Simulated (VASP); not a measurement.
Write the native input for VASP 6.6.1 that does the following.

* Task: single point
* Functional: PBE
* Potentials or basis: VASP PAW PBE potentials, release 64 (B)
* Cutoff: 520 eV
* k mesh: 22 × 22 × 22
* Occupations: fermi-dirac, width 0.1 eV
* Spin: no spin polarisation
* Dipole correction: no
* Further INCAR settings: ALGO = Normal; EDIFF = 1e-06; NBANDS = 10

The structure of B lies in POSCAR:

```
B
1.0
   -1.9470157260      1.9470157260      0.7855272477
    1.9470157260     -1.9470157260      0.7855272477
    1.9470157260      1.9470157260     -0.7855272477
B
2
Direct
   -0.3750000000     -0.1250000000     -0.2500000000
    0.3750000000      0.1250000000      0.2500000000
```

One way to write it, as run:

INCAR

```
SYSTEM = B
ALGO = Normal
EDIFF = 1E-6
ENCUT = 520
GGA = PE
ISIF = 2
ISMEAR = -1
LASPH = .True.
LCHARG = .True.
LELF = .True.
LREAL = .False.
LVHAR = .True.
LWAVE = .False.
NBANDS = 10
NELM = 100
PREC = Accurate
SIGMA = 0.1
```

KPOINTS

```
k-points
0
Gamma
  22 22 22
  0 0 0
```

Potentials or basis: VASP PAW PBE potentials, release 64 (B).

Run with:

```sh
$ cat potpaw_PBE.64/B/POTCAR > POTCAR
$ mpirun -np 1 vasp_std > vasp.out
```

It gave:

- Pressure: 42.0 GPa
- Band gap on the k mesh: zero (band 3 reaches 13.27 eV, above the bottom of band 4 at -0.07 eV)

It took 30 s on 1 thread of Intel(R) Xeon(R) 6975P-C (Granite Rapids), with other jobs on the host, peak memory 0.2 GiB.
